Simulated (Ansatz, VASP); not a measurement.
## One calculation of MgI2, two programs

The input INCAR:

```
SYSTEM = MgI2
PREC     = Accurate       ! precision mode
ENCUT    = 520            ! plane-wave cutoff, eV
EDIFF    = 1E-6           ! SCF threshold, eV
ISMEAR   = 0              ! smearing method
SIGMA    = 0.01           ! smearing width, eV
LREAL    = .False.        ! projectors in reciprocal space
LASPH    = .True.         ! aspherical terms in the spheres
NELM     = 100            ! most SCF steps
ALGO     = Normal         ! electronic algorithm
ISIF     = 2              ! what is computed and relaxed
LWAVE    = .False.        ! write WAVECAR
LCHARG   = .False.        ! write CHGCAR
GGA      = PE             ! functional
NBANDS   = 15             ! bands
```

Contents of KPOINTS:

```
regular mesh
0
Gamma
  6 6 4
  0 0 0
```

The input POSCAR:

```
MgI2
1.0
    4.1572130815      0.0000000000      0.0000000000
   -2.0786065407      3.6002521375      0.0000000000
    0.0000000000      0.0000000000      6.8733251562
Mg I
1 2
Direct
    0.0000000000      0.0000000000      0.0000000000
    0.3333333333      0.6666666667      0.2426220995
    0.6666666667      0.3333333333      0.7573779005
```

Input for Ansatz:

```yaml
crystal:
  lattice:
    - [4.1572130815, 0.0, 0.0]
    - [-2.0786065407, 3.6002521375, 0.0]
    - [0.0, 0.0, 6.8733251562]
  atoms:
    - { symbol: Mg, position: [0.0, 0.0, 0.0] }
    - { symbol: I, position: [0.3333333333, 0.6666666667, 0.2426220995] }
    - { symbol: I, position: [0.6666666667, 0.3333333333, 0.7573779005] }
kpoints:
  mp_grid: { grid: [6, 6, 4] }
hamiltonian:
  xc: pbe
scf:
  occupations: { method: fixed }
output:
  optics: { e_range: [0, 17], de: 0.05, sigma: 0.1, bands: auto }
  write_density: true
  write_potential: true
  elf: true
  volumetric_format: npy
```

Alike in both runs: task single point; functional PBE; k mesh 6 × 6 × 4; no spin polarisation.

```csv
,VASP,Ansatz
version,VASP 6.6.1,Ansatz 0.2.0
potentials or method,"VASP PAW PBE potentials, release 64 (Mg, I)","plane waves, PAW"
plane-wave cutoff (eV),520,420
occupations,"gaussian, width 0.01 eV",fixed
valence electrons in the cell,16,44
```

VASP gave:

- gap on the k mesh at the Fermi level (eV): 3.51

Estimate Ansatz's values.

gap on the k mesh at the Fermi level (eV): 3.53.

VASP's potentials hold 16 valence electrons a cell and Ansatz's 44, so a difference there can come from the potentials and not from the codes.

Spin-orbit coupling is off throughout.
